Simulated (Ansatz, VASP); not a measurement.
## Lu2SiBr2 in VASP and in Ansatz

```
CELL_PARAMETERS angstrom
5.23766 0.00000 0.00000
0.00000 5.23766 0.00000
0.00000 0.00000 7.85999
ATOMIC_POSITIONS crystal
Lu 0.00000 0.50000 0.83261
Lu 0.50000 0.00000 0.83261
Si 0.00000 0.00000 0.82929
Br 0.50000 0.50000 0.04669
Br 0.50000 0.50000 0.61902
```

Alike in both runs: functional PBE; k mesh 8 × 8 × 6; occupations gaussian, width 0.1 eV; no spin polarisation.

Ansatz relaxed the structure, and its values are those at the end. VASP's run is a single point on that final structure, the one shown.

|  | VASP | Ansatz |
| --- | --- | --- |
| version | VASP 6.6.1 | Ansatz 0.2.0 |
| potentials or method | VASP PAW PBE potentials, release 64 (Lu, Si, Br), cutoff 520 eV | scalar-relativistic, plane waves, PAW |
| valence electrons in the cell | 68 | 68 |

```tsv
	VASP	Ansatz	Ansatz less VASP
gap on the k mesh at the Fermi level (eV)	none	none	-
pressure (GPa)	0.1	0.0	-0.06
```

A gap of «none» marks a metal or a gap that the smearing closes. Ansatz's warnings: xc potential rough in thin density.

Spin-orbit coupling is off throughout.
